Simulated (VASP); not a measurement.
Here is a VASP 6.6.1 calculation.

INCAR

```
PREC = Accurate ; ENCUT = 520
EDIFF = 1E-6 ; ISMEAR = 0
SIGMA = 0.05 ; LREAL = Auto
LASPH = T ; NELM = 80
ALGO = Normal ; ISIF = 2
LWAVE = F ; LCHARG = T
GGA = PS ; LELF = T
LVHAR = T ; NELECT = 78.0
NBANDS = 52
```

The input KPOINTS:

```
regular mesh
0
Gamma
  4 4 4
```

Contents of POSCAR:

```
Li7Cl8
1.0
    0.0000000000      5.0628218036     -5.0628218036
    5.0628218036      5.0628218036      0.0000000000
    5.0628218036      0.0000000000     -5.0628218036
Li Cl
7 8
Direct
    0.5000000194     -0.1191981514      0.0000000000
    1.0225967259      0.4921970586     -0.0019718253
    0.9774032530      0.0128219998      0.0019717265
    0.4980281941      0.4921970586      0.5225967065
    0.5019717459      0.0128219998      0.4774032336
    1.0000000388      0.4813467854      0.5000000194
    1.0000000388      0.0145333972      0.5000000194
    0.2223626554      0.7440989721      0.2776373640
    0.2428287125      0.2494998933      0.2571713069
    0.7392835745      0.7542532896      0.2392835551
    0.7502304342      0.2567738013      0.2502304148
    0.2497695058      0.7572347297      0.7497695252
    0.2607163655      0.2328204598      0.7607163849
    0.7776373834      0.7440989721      0.7223626748
    0.7571714251      0.2494997946      0.7428286331
```

Potentials or basis: VASP PAW PBE potentials, release 64 (Li_sv, Cl).

The run is started by

```bash
$ cat potpaw_PBE.64/Li_sv/POTCAR potpaw_PBE.64/Cl/POTCAR > POTCAR
$ mpirun -np 1 vasp_std > vasp.out
```

Task: Estimate the largest force.

Result: 0.476 eV/Å.

Forces on the atoms (eV/Å):
```
Li   0.336  0.336  0.000
Li   0.002 -0.020  0.015
Li  -0.020  0.002 -0.015
Li  -0.020  0.002  0.015
Li   0.002 -0.020 -0.015
Li  -0.001 -0.001  0.000
Li  -0.045 -0.045  0.000
Cl  -0.090  0.006  0.000
Cl  -0.028 -0.026  0.000
Cl  -0.023 -0.023  0.008
Cl  -0.036 -0.036 -0.050
Cl  -0.036 -0.036  0.050
Cl  -0.023 -0.023 -0.008
Cl   0.006 -0.090  0.000
Cl  -0.026 -0.028  0.000
```

Caveat: the cell carries a net charge on a neutralising background, which shifts energy and pressure; the PAW data sets were made with another functional, which shifts forces and pressure a little.
